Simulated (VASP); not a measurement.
# AgPt3 (Pm-3m) in VASP: a series of runs

Runs on AgPt3. Level: LDA. Tasks: single point.

Everything below comes from runs of VASP 6.6.1. Logs are shortened: lines on timing, memory, paths and dates and some standing lists are left out, and cuts for length are marked.

## (1) The cell of the first run

The structure is cubic, space group Pm-3m (No. 221). Conventional cell: a = 3.900 Å, b = 3.900 Å, c = 3.900 Å, α = 90.00°, β = 90.00°, γ = 90.00°. Within 3.6 Å of Ag (site symmetry m-3m) lie 12 Pt at 2.76 Å. Pt (site symmetry 4/mmm) has 4 Ag at 2.76 Å and 8 Pt at 2.76 Å within 3.6 Å.

## (2) Single point, LDA

INCAR

```
  PREC = Accurate
  ENCUT = 520
  EDIFF = 1E-6
  ISMEAR = 1
  SIGMA = 0.05
  LREAL = False
  LASPH = True
  NELM = 80
  ALGO = Normal
  ISIF = 2
  LWAVE = False
  LCHARG = False
  GGA = CA
  NBANDS = 28
```

KPOINTS

```
regular mesh
0
Gamma
  6 6 6
```

POSCAR

```
AgPt3
1.0
    3.9000000000      0.0000000000      0.0000000000
    0.0000000000      3.9000000000      0.0000000000
    0.0000000000      0.0000000000      3.9000000000
Ag Pt
1 3
Direct
    0.0000000000      0.0000000000      0.0000000000
    0.0000000000      0.5000000000      0.5000000000
    0.5000000000      0.0000000000      0.5000000000
    0.5000000000      0.5000000000      0.0000000000
```

Potentials or basis: VASP PAW LDA potentials, release 64 (Ag, Pt).

Command:

```bash
> cat potpaw_LDA.64/Ag/POTCAR potpaw_LDA.64/Pt/POTCAR > POTCAR
> mpirun -np 1 vasp_std > vasp.out
```

OUTCAR:

```text
PREC = Accurate
   ENCUT = 520
   EDIFF = 1E-6
   ISMEAR = 1
   LREAL = False
   LASPH = True
   NELM = 80
   ISIF = 2
   GGA = CA

 ion  position               nearest neighbor table
   1  0.000  0.000  0.000-   2 2.76   3 2.76   4 2.76   2 2.76   3 2.76   2 2.76   4 2.76   2 2.76
                             3 2.76   4 2.76   3 2.76   4 2.76
   2  0.000  0.500  0.500-   1 2.76   3 2.76   4 2.76   1 2.76   4 2.76   1 2.76   3 2.76   1 2.76
                             3 2.76   4 2.76   4 2.76   3 2.76
   3  0.500  0.000  0.500-   1 2.76   2 2.76   4 2.76   1 2.76   4 2.76   2 2.76   4 2.76   4 2.76
                             1 2.76   2 2.76   1 2.76   2 2.76
   4  0.500  0.500  0.000-   1 2.76   2 2.76   3 2.76   2 2.76   3 2.76   1 2.76   3 2.76   3 2.76
                             1 2.76   2 2.76   2 2.76   1 2.76

  LATTYP: Found a simple cubic cell.
 ALAT       =     3.9000000000

  Lattice vectors:

 A1 = (   3.9000000000,   0.0000000000,   0.0000000000)
 A2 = (   0.0000000000,   3.9000000000,   0.0000000000)
 A3 = (   0.0000000000,   0.0000000000,   3.9000000000)

Analysis of symmetry for initial positions (statically):
=====================================================================
 Subroutine PRICEL returns:
 Original cell was already a primitive cell.

 Routine SETGRP: Setting up the symmetry group for a
 simple cubic supercell.

 Subroutine GETGRP returns: Found 48 space group operations
 (whereof 48 operations were pure point group operations)
 out of a pool of 48 trial point group operations.

The static configuration has the point symmetry O_h .

Analysis of symmetry for dynamics (positions and initial velocities):
=====================================================================
 Subroutine PRICEL returns:
 Original cell was already a primitive cell.

 Routine SETGRP: Setting up the symmetry group for a
 simple cubic supercell.

 Subroutine GETGRP returns: Found 48 space group operations
 (whereof 48 operations were pure point group operations)
 out of a pool of 48 trial point group operations.

The dynamic configuration has the point symmetry O_h .

 Subroutine INISYM returns: Found 48 space group operations
 (whereof 48 operations are pure point group operations),
 and found     1 'primitive' translations

----------------------------------------------------------------------------------------
[... 91 lines left out ...]
   NELM   =     80;   NELMIN=  2; NELMDL= -5     # of ELM steps
   EDIFF  = 0.1E-05   stopping-criterion for ELM
   LREAL  =      F    real-space projection
   EDIFFG = 0.1E-04   stopping-criterion for IOM
   NSW    =      0    number of steps for IOM
   IBRION =     -1    ionic relax: 0-MD 1-quasi-New 2-CG
   NFREE  =      0    steps in history (QN), initial steepest desc. (CG)
   ISIF   =      2    stress and relaxation
   ISYM   =      2    0-nonsym 1-usesym 2-fastsym
   POTIM  = 0.5000    time-step for ionic-motion
   TEBEG  =    0.0;   TEEND  =   0.0 temperature during run
   PSTRESS=    0.0 pullay stress
   NELECT =      41.0000    total number of electrons
   NUPDOWN=      -1.0000    fix difference up-down
   EMIN   =  10.00;   EMAX   =-10.00  energy-range for DOS
   EFERMI =   0.00;   METHOD = LEGACY
   ISMEAR =     1;   SIGMA  =   0.05  broadening in eV -4-tet -1-fermi 0-gaus
   EFERMI_NEDOS =   21; number of points for ismear=-14 and -15
   IALGO  =     38    algorithm
   IMIX   =      4    mixing-type and parameters
     AMIX     =   0.40;   BMIX     =  1.00
     AMIX_MAG =   1.60;   BMIX_MAG =  1.00
  volume/ion in A,a.u.               =      14.83       100.08
  Fermi-wavevector in a.u.,A,eV,Ry     =   1.447454  2.735292 28.505890  2.095124
  Thomas-Fermi vector in A             =   2.565407
   LORBIT       =      0    0 simple, 1 ext, 2 COOP (PROOUT), +10 PAW based schemes
   GGA     = CA    functional components
   LHFCALC =     F    Hartree Fock is set to
   AEXX    =    0.0000 exact exchange contribution
   IVDW    =     0    specifies the selected vdW correction
   LEPSILON=     F    determine dielectric tensor
   LRPA    =     F    only Hartree local field effects (RPA)
 non-spin polarized calculation
 Methfessel and Paxton  Order N= 1 SIGMA  =   0.05
  energy-cutoff  :      520.00
  volume of cell :       59.32
 maximum number of plane-waves:      1628
 NGX is ok and might be reduce to    30
   NGX = 15   NGY = 15   NGZ = 15

 number of electron      41.0000008 magnetization

 Free energy of the ion-electron system (eV)
  ---------------------------------------------------
  ext. energy  EPLUGINS =         0.00000000
  ---------------------------------------------------
  free energy    TOTEN  =       -26.14731843 eV

  energy without entropy =      -26.14499418  energy(sigma->0) =      -26.14654368

 E-fermi :  10.9260     XC(G=0): -13.6946

 val. band max:       10.9248654675   @ k =   0.5000   0.3333   0.0000
 cond. band min:      11.0621264329   @ k =   0.5000   0.3333   0.3333
 fundamental gap:      0.1372609653
 Fermi energy:        10.9259835821

 k-point     1 :       0.0000    0.0000    0.0000
  band No.  band energies     occupation
      1       1.0659      2.00000
      2       3.8089      2.00000
      3       3.8089      2.00000
      4       3.9800      2.00000
      5       4.2242      2.00000
      6       4.2242      2.00000
[... 609 lines left out ...]
     27      16.4610      0.00000
     28      18.1137      0.00000

------------------------ aborting loop because EDIFF is reached ----------------------------------------

  FORCE on cell =-STRESS in cart. coord.  units (eV):
  Direction    XX          YY          ZZ          XY          YZ          ZX
  --------------------------------------------------------------------------------------
  -------------------------------------------------------------------------------------
  Total        1.0941758      1.0941758      1.0941758     -0.0000000      0.0000000      0.0000000
  in kB       29.5531551     29.5531551     29.5531551     -0.0000000      0.0000000      0.0000000
  external PRESSURE =      29.5531551 kB  Pullay stress =       0.0000000 kB

 VOLUME and BASIS-vectors are now :
 -----------------------------------------------------------------------------
  energy-cutoff  :      520.00
  volume of cell :       59.32
      direct lattice vectors                 reciprocal lattice vectors
     3.900000000  0.000000000  0.000000000     0.256410256  0.000000000  0.000000000
     0.000000000  3.900000000  0.000000000     0.000000000  0.256410256  0.000000000
     0.000000000  0.000000000  3.900000000     0.000000000  0.000000000  0.256410256

 POSITION                                       TOTAL-FORCE (eV/Angst)
 -----------------------------------------------------------------------------------
      0.00000      0.00000      0.00000         0.000000      0.000000      0.000000
      0.00000      1.95000      1.95000         0.000000      0.000000      0.000000
      1.95000      0.00000      1.95000         0.000000      0.000000      0.000000
      1.95000      1.95000      0.00000         0.000000      0.000000      0.000000
 -----------------------------------------------------------------------------------
    total drift:                                0.000000      0.000000     -0.000000

  FREE ENERGIE OF THE ION-ELECTRON SYSTEM (eV)
  ---------------------------------------------------
  free  energy   TOTEN  =       -26.1473184293 eV

  energy  without entropy=      -26.1449941773  energy(sigma->0) =      -26.14654368
```

OSZICAR:

```text
N       E                     dE             d eps       ncg     rms          rms(c)
DAV:   1     0.264645849271E+03    0.26465E+03   -0.20784E+04  1128   0.141E+03
DAV:   2    -0.196332999306E+02   -0.28428E+03   -0.27409E+03  1228   0.330E+02
DAV:   3    -0.276880823305E+02   -0.80548E+01   -0.79179E+01  1236   0.564E+01
DAV:   4    -0.277481489183E+02   -0.60067E-01   -0.60049E-01  1188   0.497E+00
DAV:   5    -0.277487492271E+02   -0.60031E-03   -0.60030E-03  1208   0.540E-01    0.245E+01
DAV:   6    -0.263073998842E+02    0.14413E+01   -0.30928E+00  1160   0.163E+01    0.134E+01
DAV:   7    -0.261949865425E+02    0.11241E+00   -0.59499E-01  1168   0.802E+00    0.478E+00
DAV:   8    -0.261538940013E+02    0.41093E-01   -0.14697E-01  1172   0.625E+00    0.231E+00
DAV:   9    -0.261474529336E+02    0.64411E-02   -0.22443E-02  1156   0.157E+00    0.188E-01
DAV:  10    -0.261473179519E+02    0.13498E-03   -0.59058E-04  1188   0.339E-01    0.915E-02
DAV:  11    -0.261473191285E+02   -0.11766E-05   -0.12144E-04  1168   0.144E-01    0.111E-02
DAV:  12    -0.261473184293E+02    0.69913E-06   -0.48464E-06  1180   0.349E-02
   1 F= -.26147318E+02 E0= -.26146544E+02  d E =-.232425E-02
```

stdout:

```text
POSCAR found type information on POSCAR AgPt
 POSCAR found :  2 types and       4 ions
 scaLAPACK will be used
 LDA part: xc-table for (Slater(with rela. corr.)+CA(PZ))
 , standard interpolation
 POSCAR, INCAR and KPOINTS ok, starting setup
 FFT: planning ... GRIDC
 FFT: planning ... GRID_SOFT
 FFT: planning ... GRID
 WAVECAR not read
 entering main loop
```

Run time: 22 s. Hardware: 1 thread of Intel Xeon Platinum 8375C at 2.90GHz (Ice Lake), shared host; peak memory 0.16 GiB.

What came out:

```
Free energy : -26.1473 eV
Pressure    : 3.0 GPa
```

Levels at points of the mesh, in eV from the Fermi level:
```csv
k point,band 17,band 18,band 19,band 20,band 21,band 22,band 23,band 24
"(0.00, 0.00, 0.00)",-0.48,0.29,0.71,0.71,0.71,1.88,1.88,1.88
"(0.50, 0.00, 0.00)",-1.94,-1.92,-1.78,-0.71,-0.63,0.72,7.53,7.67
"(0.50, 0.50, 0.00)",-2.40,-2.38,-1.60,-1.41,0.45,1.56,2.11,2.11
"(0.50, 0.50, 0.50)",-0.61,-0.40,-0.40,-0.40,-0.37,0.28,0.28,0.28
```

Caveat: spin-orbit coupling is left out, which moves the levels of the heavy elements.

## (3) Single point, LDA

INCAR

```
  PREC = Accurate
  ENCUT = 520
  EDIFF = 1E-7
  ISMEAR = 1
  SIGMA = 0.05
  LREAL = False
  LASPH = True
  NELM = 60
  ALGO = Normal
  ISIF = 2
  LWAVE = False
  LCHARG = False
  NBANDS = 28
```

KPOINTS

```
Automatic mesh
0
Gamma
  6 6 6
```

POSCAR is that of step 2.

Potentials or basis: VASP PAW LDA potentials, release 64 (Ag, Pt).

Command:

```bash
> cat potpaw_LDA.64/Ag/POTCAR potpaw_LDA.64/Pt/POTCAR > POTCAR
> mpirun -np 1 vasp_std > vasp.out
```

Wall time 24 s (1 thread of Intel Xeon Platinum 8375C at 2.90GHz (Ice Lake), shared host); peak memory 0.16 GiB.

It converged, with:

```
Free energy : -26.1473 eV
Pressure    : 3.0 GPa
```

Levels at points of the mesh, in eV from the Fermi level:
| k point | band 16 | band 17 | band 18 | band 19 | band 20 | band 21 | band 22 | band 23 | band 24 | band 25 |
| --- | --- | --- | --- | --- | --- | --- | --- | --- | --- | --- |
| (0.00, 0.00, 0.00) | -0.48 | -0.48 | 0.29 | 0.71 | 0.71 | 0.71 | 1.88 | 1.88 | 1.88 | 8.70 |
| (0.50, 0.00, 0.00) | -1.94 | -1.94 | -1.92 | -1.78 | -0.71 | -0.63 | 0.72 | 7.53 | 7.67 | 7.86 |
| (0.50, 0.50, 0.00) | -2.40 | -2.40 | -2.38 | -1.60 | -1.41 | 0.45 | 1.56 | 2.11 | 2.11 | 10.84 |
| (0.50, 0.50, 0.50) | -0.61 | -0.61 | -0.40 | -0.40 | -0.40 | -0.37 | 0.28 | 0.28 | 0.28 | 5.53 |

Caveat: spin-orbit coupling is left out, which moves the levels of the heavy elements.
